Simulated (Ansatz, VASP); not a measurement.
**Two plane-wave programs on LiW**

```
Li W
1.0
     0.00000    3.13575    3.13575
     3.13575    0.00000    3.13575
     3.13575    3.13575    0.00000
Li W
2 2
Direct
  0.00000 0.00000 0.00000
  0.25000 0.25000 0.25000
  0.50000 0.50000 0.50000
  0.75000 0.75000 0.75000
```

Alike in both runs: task relaxation of cell and atoms; functional r2SCAN; k mesh 5 × 5 × 5; occupations gaussian, width 0.025 eV; no spin polarisation.

|  | VASP | Ansatz |
| --- | --- | --- |
| version | VASP 6.6.1 | Ansatz 0.2.0 |
| potentials or method | VASP PAW PBE potentials, release 64 (Li_sv, W_sv), cutoff 600 eV | PAW plane waves |
| valence electrons in the cell | 34 | 34 |

Ansatz gave:

```
gap on the k mesh at the Fermi level, each at its own relaxed structure (eV) : none
relaxed volume (Å³/atom)                                                     : 14.75
relaxed cell length with the largest relative difference (Å)                 : 4.370
```

Q: Which values does VASP return?

A: gap on the k mesh at the Fermi level, each at its own relaxed structure (eV): none; relaxed volume (Å³/atom): 14.81; relaxed cell length with the largest relative difference (Å): 4.376.

VASP's potentials were made for PBE, not for r2SCAN. A gap of «none» marks a metal or a gap that the smearing closes.

Spin-orbit coupling is off throughout. Noted on VASP's run: the cutoff is short for stress, so the pressure is rough.
